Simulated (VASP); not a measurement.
The system is TaN.

```
Ta N
1.0
     5.19100    0.00000    0.00000
    -2.59550    4.49554    0.00000
     0.00000    0.00000    2.90800
Ta N
3 3
Direct
  0.66667 0.33333 0.50000
  0.33333 0.66667 0.50000
  0.00000 0.00000 0.00000
  0.00000 0.50000 0.00000
  0.50000 0.50000 0.00000
  0.50000 0.00000 0.00000
```

- Program: VASP 6.6.1
- Task: relaxation of cell and atoms
- Functional: PBE
- Dispersion: D4
- Potentials or basis: VASP PAW PBE potentials, release 64 (Ta_pv, N)
- Cutoff: 600 eV
- k mesh: 6 × 6 × 9
- Occupations: fermi-dirac, width 0.05 eV
- Spin: no spin polarisation

At the start: pressure 5.8 GPa; volume 11.31 Å³/atom.

**Question.** How do energy, volume and symmetry change on relaxing?

**Answer.** Over 6 steps the energy falls by 3.7 meV/atom and the volume is 11.52 Å³/atom (+1.8 %); space group P6/mmm (No. 191, to 0.05 Å).

Step by step:
```tsv
step	energy change (eV)	largest force (eV/Å)	pressure (GPa)	volume (Å³)
1	0.0000	0.0000	5.84	67.86
2	0.0971	0.0000	-11.99	71.99
3	-0.0217	0.0000	0.02	69.07
4	-0.0217	0.0000	0.13	69.04
5	-0.0223	0.0000	0.04	69.13
6	-0.0223	0.0000	0.05	69.12
```

Final structure:
```yaml
crystal:
  lattice:
    - [5.22529, 0.00000, 0.00000]
    - [-2.61265, 4.52523, 0.00000]
    - [0.00000, 0.00000, 2.92298]
  atoms:
    - { symbol: Ta, position: [0.66667, 0.33333, 0.50000] }
    - { symbol: Ta, position: [0.33333, 0.66667, 0.50000] }
    - { symbol: Ta, position: [0.00000, 0.00000, 0.00000] }
    - { symbol: N, position: [0.00000, 0.50000, 0.00000] }
    - { symbol: N, position: [0.50000, 0.50000, 0.00000] }
    - { symbol: N, position: [0.50000, 0.00000, 0.00000] }
```

Caveat: pairwise dispersion overbinds metals, which lowers pressure and volume.
